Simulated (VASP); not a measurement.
Write the native input for VASP 6.6.1 that does the following.

```
Task                   : single point
Functional             : LDA
Potentials or basis    : VASP PAW LDA potentials, release 64 (W_sv, S)
Cutoff                 : 500 eV
k mesh                 : 7 × 7 × 1
Occupations            : methfessel-paxton, width 0.02 eV
Spin                   : no spin polarisation
Dipole correction      : no
Further INCAR settings : ALGO = Normal; EDIFF = 1e-06; NBANDS = 20
```

The structure of WS2 lies in POSCAR:

```
WS2
1.0
    3.1835160000      0.0000000000      0.0000000000
   -1.5917580000      2.7570057294      0.0000000000
    0.0000000000      0.0000000000     16.9505780000
W S
1 2
Direct
    0.3333333333      0.6666666667      0.0000000000
    0.6666666667      0.3333333333      0.9079990000
    0.6666666667      0.3333333333      0.0920010000
```

The input as run:

INCAR

```
SYSTEM = WS2
ALGO     = Normal         ! electronic algorithm
EDIFF    = 1E-6           ! SCF threshold, eV
ENCUT    = 500            ! plane-wave cutoff, eV
GGA_COMPAT= .False.      
ISIF     = 2              ! what is computed and relaxed
ISMEAR   = 1              ! smearing method
LASPH    = .True.         ! aspherical terms in the spheres
LCHARG   = .True.         ! write CHGCAR
LELF     = .True.         ! ELF
LREAL    = .False.        ! projectors in reciprocal space
LVHAR    = .True.       
LWAVE    = .False.        ! write WAVECAR
NBANDS   = 20             ! bands
NELM     = 120            ! most SCF steps
PREC     = Accurate       ! precision mode
SIGMA    = 0.02           ! smearing width, eV
```

KPOINTS

```
k-points
0
Gamma
  7 7 1
  0 0 0
```

Potentials or basis: VASP PAW LDA potentials, release 64 (W_sv, S).

Command:

```bash
$ cat potpaw_LDA.64/W_sv/POTCAR potpaw_LDA.64/S/POTCAR > POTCAR
$ mpirun -np 1 vasp_std > vasp.out
```

It gave:

The largest force is 0.359 eV/Å and the band gap on the k mesh is 2.10 eV, indirect (least direct gap 2.44 eV).

Caveat: spin-orbit coupling is left out, which moves the levels of the heavy elements.

Run time: 38 s on 1 thread of Intel(R) Xeon(R) Platinum 8259CL CPU @ 2.50GHz (Skylake/Cascade Lake), on a shared host, peak memory 0.21 GiB.
